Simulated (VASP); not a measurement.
A run of VASP 6.6.1 is set up as follows.

The input INCAR:

```
SYSTEM = Tc
  PREC = Accurate
  ENCUT = 520
  EDIFF = 1E-8
  ISMEAR = -1
  SIGMA = 0.03
  LREAL = .FALSE.
  LASPH = .TRUE.
  NELM = 100
  ALGO = Normal
  ISIF = 2
  LWAVE = .FALSE.
  LCHARG = .FALSE.
  GGA = PS
  LEFG = .TRUE.
  NBANDS = 12
```

The input KPOINTS:

```
Automatic mesh
0
G
  18 18 18
  0 0 0
```

POSCAR

```
Tc
1.0
    0.0000000000      1.9369123573      1.9369123573
    1.9369123573      0.0000000000      1.9369123573
    1.9369123573      1.9369123573      0.0000000000
Tc
1
Direct
    0.0000000000      0.0000000000      0.0000000000
```

Potentials or basis: VASP PAW PBE potentials, release 64 (Tc_pv).

The run is started by

```bash
$ cat potpaw_PBE.64/Tc_pv/POTCAR > POTCAR
$ mpirun -np 1 vasp_std > vasp.out
```

Problem. Estimate the band gap on the k mesh.

Solution. Zero (an odd number of electrons rules out a gap without spin polarisation).

Problem. Estimate the pressure.

Solution. -10.4 GPa.

Caveat: the cell stands under tension; the PAW data sets were made with another functional, which shifts forces and pressure a little.
